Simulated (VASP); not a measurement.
Set up this calculation in VASP 6.6.1, as the native input.

```
Task                   : single point
Functional             : PBE
Potentials or basis    : VASP PAW PBE potentials, release 64 (Eu, Te)
Cutoff                 : 520 eV
k mesh                 : 8 × 8 × 8
Occupations            : gaussian, width 0.05 eV
Spin                   : collinear spin, ferromagnetic start
Starting moments       : [7.62, 0.11, 0.11] μB
Hubbard terms          : Eu f U = 6.0 eV
Dipole correction      : no
Further INCAR settings : ALGO = Normal; EDIFF = 1e-06; NBANDS = 26
```

The structure of EuTe2 lies in POSCAR:

```
EuTe2
1.0
    2.7291336220      1.5756660313      4.4488764340
   -2.7291336220      1.5756660313      4.4488764340
    0.0000000000     -3.1513320626      4.4488764340
Eu Te
1 2
Direct
    0.0000000000      0.0000000000      0.0000000000
    0.2499171022      0.2499171022      0.2499171022
    0.7500828978      0.7500828978      0.7500828978
```

One way to write it, as run:

INCAR

```
ALGO = Normal
EDIFF = 1E-6
ENCUT = 520
GGA = PE
ISIF = 2
ISMEAR = 0
ISPIN = 2
LASPH = T
LCHARG = F
LDAU = T
LDAUJ = 0 0
LDAUL = 3 -1
LDAUPRINT = 1
LDAUTYPE = 2
LDAUU = 6 0
LMAXMIX = 6
LORBIT = 11
LREAL = F
LWAVE = F
MAGMOM = 7.62 0.11 0.11
NBANDS = 26
NELM = 150
PREC = Accurate
SIGMA = 0.05
```

KPOINTS

```
k-points
0
Gamma
  8 8 8
```

Potentials or basis: VASP PAW PBE potentials, release 64 (Eu, Te).

Run with:

```sh
$ cat potpaw_PBE.64/Eu/POTCAR potpaw_PBE.64/Te/POTCAR > POTCAR
$ mpirun -np 1 vasp_std > vasp.out
```

It gave:

| Quantity | Value |
| --- | --- |
| Pressure | -0.6 GPa |
| Largest force | 0.009 eV/Å |
| Net moment | 7.33 μB per cell |
| Site moments | Eu +6.69; Te +0.08 μB |
| Valence electrons inside the program's atomic spheres | Eu 14.82; Te 3.35 |

Caveat: a cell with one magnetic atom can't hold antiferromagnetic order, which such compounds often take.

It took 42 min on 1 thread of Intel Xeon 8259CL, with other jobs on the host, peak memory 0.55 GiB.
